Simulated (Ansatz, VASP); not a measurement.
## CuSb in VASP and in Ansatz

```
Cu Sb
1.0
     0.00000    2.68715    2.68715
     2.68715    0.00000    2.68715
     2.68715    2.68715    0.00000
Cu Sb
1 1
Cartesian
  2.6872 2.6872 2.6872
  0.0000 0.0000 0.0000
```

Alike in both runs: task single point; functional PBE; k mesh 6 × 6 × 6; occupations gaussian, width 0.05 eV; no spin polarisation.

|  | VASP | Ansatz |
| --- | --- | --- |
| version | VASP 6.6.1 | Ansatz 0.2.0 |
| potentials or method | VASP PAW PBE potentials, release 64 (Cu, Sb), cutoff 520 eV | scalar-relativistic, plane waves, PAW |
| valence electrons in the cell | 16 | 34 |

```tsv
	VASP	Ansatz	Ansatz less VASP
gap on the k mesh at the Fermi level (eV)	none	none	-
pressure (GPa)	2.5	2.4	-0.11
```

A gap of «none» marks a metal or a gap that the smearing closes. The functional is the same, so the differences come from potentials, cutoffs and numerics. VASP's potentials hold 16 valence electrons a cell and Ansatz's 34, so a difference there can come from the potentials and not from the codes.

Neither program's run includes spin-orbit coupling.
